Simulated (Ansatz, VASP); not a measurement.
**Two plane-wave programs on TiAl3**

File INCAR:

```
SYSTEM = TiAl3
PREC = Accurate
ENCUT = 600
EDIFF = 1E-7
ISMEAR = 0
SIGMA = 0.1
LREAL = .FALSE.
LASPH = .TRUE.
NELM = 100
ALGO = Normal
ISIF = 3
LWAVE = .FALSE.
LCHARG = .FALSE.
GGA = PE
IBRION = 2
NSW = 90
EDIFFG = -0.04
```

Contents of KPOINTS:

```
Automatic mesh
0
G
  6 6 4
  0 0 0
```

Contents of POSCAR:

```
TiAl3
1.0
    1.8670237000     -3.1707657900      0.0000000000
    1.8670237000      3.1707657900      0.0000000000
    0.0000000000      0.0000000000      4.9768161000
Ti Al
1 3
Direct
    0.0000000000      0.0000000000      0.5000000000
    0.5000000000      0.5000000000      0.6845539500
    0.5000000000      0.5000000000      0.3154460500
    0.5000000000      0.5000000000      0.0000000000
```

Input for Ansatz:

```yaml
crystal:
  lattice:
    - [1.8670237, -3.17076579, 0.0]
    - [1.8670237, 3.17076579, 0.0]
    - [0.0, 0.0, 4.9768161]
  atoms:
    - { symbol: Ti, position: [0.0, 0.0, 0.5] }
    - { symbol: Al, position: [0.5, 0.5, 0.68455395] }
    - { symbol: Al, position: [0.5, 0.5, 0.31544605] }
    - { symbol: Al, position: [0.5, 0.5, 0.0] }
basis:
  ecutwfc: 420
kpoints:
  mp_grid: { grid: [6, 6, 4] }
hamiltonian:
  xc: pbe
scf:
  occupations: { method: gaussian, width: 0.1 }
  lower_state_search: "off"
output:
  forces: true
  stress: true
  eigenvalues: true
relax:
  adjacent_minimum: "off"
  f_tol: 0.04
  max_steps: 70
  cell: { stress_tol: 0.4 }
```

Alike in both runs: task relaxation of cell and atoms; functional PBE; k mesh 6 × 6 × 4; occupations gaussian, width 0.1 eV; no spin polarisation.

```csv
,VASP,Ansatz
version,VASP 6.6.1,Ansatz 0.2.0
potentials or method,"VASP PAW PBE potentials, release 64 (Ti_sv, Al), cutoff 600 eV","scalar-relativistic, plane waves, PAW"
valence electrons in the cell,21,21
```

Ansatz gave:

* gap on the k mesh at the Fermi level, each at its own relaxed structure (eV): none
* relaxed volume (Å³/atom): 18.29
* relaxed cell length with the largest relative difference (Å): 9.318

Q: Which values does VASP return?

A: gap on the k mesh at the Fermi level, each at its own relaxed structure (eV): none; relaxed volume (Å³/atom): 17.98; relaxed cell length with the largest relative difference (Å): 9.105.

A gap of «none» marks a metal or a gap that the smearing closes.

Noted on VASP's run: the volume moved by over 15 % at a fixed basis, so the end points are rough.
